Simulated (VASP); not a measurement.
## Re: single point with RPBE

Crystal: Re.

```
Re
1.0
    -1.84756    1.51803    1.35423
     1.51803   -1.84756    1.35423
     3.42163    3.42163   -1.95776
Re
2
Direct
  0.95836 0.04164 0.00000
  0.79164 0.20836 0.50000
```

```
Program                : VASP 6.6.1
Task                   : single point
Functional             : RPBE
Potentials or basis    : VASP PAW PBE potentials, release 64 (Re)
Cutoff                 : 520 eV
k mesh                 : 16 × 16 × 8
Occupations            : fermi-dirac, width 0.1 eV
Spin                   : no spin polarisation
Dipole correction      : no
Further INCAR settings : ALGO = Normal; EDIFF = 1e-06; NBANDS = 14
```

| Item | Value |
| --- | --- |
| Pressure | 15.3 GPa |
| Band gap on the k mesh | zero (bands 7 and 8 overlap by 3.33 eV) |

Stress tensor (GPa, compression positive):
```
15.35 -0.19  0.04
-0.19 15.35  0.04
 0.04  0.04 15.26
```

Levels at points of the mesh, in eV from the Fermi level:
| k point | band 4 | band 5 | band 6 | band 7 | band 8 | band 9 | band 10 | band 11 |
| --- | --- | --- | --- | --- | --- | --- | --- | --- |
| (0.00, 0.00, 0.00) | -1.62 | -1.61 | -0.76 | -0.76 | 0.19 | 0.19 | 0.63 | 3.42 |
| (0.50, 0.00, 0.00) | -4.17 | 0.40 | 0.40 | 0.94 | 0.94 | 4.36 | 4.36 | 4.87 |
| (0.50, 0.50, 0.00) | -1.98 | -1.75 | -1.40 | -0.61 | 4.04 | 4.46 | 4.59 | 6.18 |
| (0.00, 0.00, 0.50) | -2.42 | -1.75 | -1.75 | -1.75 | -1.75 | 2.60 | 2.60 | 2.60 |
| (0.50, 0.00, 0.50) | -1.98 | -1.75 | -1.39 | -0.61 | 4.04 | 4.46 | 4.59 | 6.18 |
| (0.50, 0.50, 0.50) | -4.17 | 0.40 | 0.40 | 0.94 | 0.94 | 4.36 | 4.36 | 4.87 |

It took 6.5 min on 1 thread of Intel Xeon 8259CL (shared host), peak memory 0.28 GiB.

Caveat: the cell stands under pressure; the PAW data sets were made with another functional, which shifts forces and pressure a little; spin-orbit coupling is left out, which moves the levels of the heavy elements.
